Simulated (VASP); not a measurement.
A run of VASP 6.6.1:

The input POSCAR:

```
BN
1.0
    3.6327644037     -0.0482976009     -0.0285171646
    0.0482976009     -3.6550187497     -0.0657509638
    0.0285171646     -0.0657509638     -3.7121433069
B N
4 4
Direct
   -0.0052125968      0.0014574813      0.0104938761
    0.5048018799      0.5014943957     -0.0118254489
    0.4972803783      0.0057077744      0.5135374932
   -0.0022394758      0.5023009638      0.5098640568
    0.7487772178      0.7493538342      0.7436670103
    0.2450978464      0.2497252026      0.7312036945
    0.2569152609      0.7498261569      0.2520252621
    0.7545794892      0.2401341912      0.2510340560
```

INCAR.step1

```
PREC = Accurate ; ENCUT = 520
ISMEAR = 0 ; SIGMA = 0.05
LREAL = F ; LASPH = T
NELM = 60 ; NBANDS = 26
GGA = PE ; ALGO = Normal
EDIFF = 1E-4 ; LWAVE = T
LCHARG = F
```

The input INCAR.step2:

```
PREC = Accurate ; ENCUT = 520
EDIFF = 1E-6 ; ISMEAR = 0
SIGMA = 0.05 ; LREAL = F
LASPH = T ; NELM = 60
ALGO = Normal ; ISIF = 2
LWAVE = F ; LCHARG = F
METAGGA = R2SCAN ; LMIXTAU = T
NBANDS = 26 ; ISTART = 1
```

File KPOINTS:

```
regular mesh
0
Gamma
  6 6 6
```

Potentials or basis: VASP PAW PBE potentials, release 64 (B, N).

Launch:

```console
$ cat potpaw_PBE.64/B/POTCAR potpaw_PBE.64/N/POTCAR > POTCAR
$ cp INCAR.step1 INCAR
$ mpirun -np 1 vasp_std > vasp.out
$ cp INCAR.step2 INCAR
$ mpirun -np 1 vasp_std > vasp.out
```

Hardware: 1 thread of AMD EPYC 7R13 (shared host).

**Question.** How long does it take, and how much memory?

**Answer.** It took 11 min on 1 thread of AMD EPYC 7R13, with other jobs on the host, peak memory 0.21 GiB. Counts: k points 112.
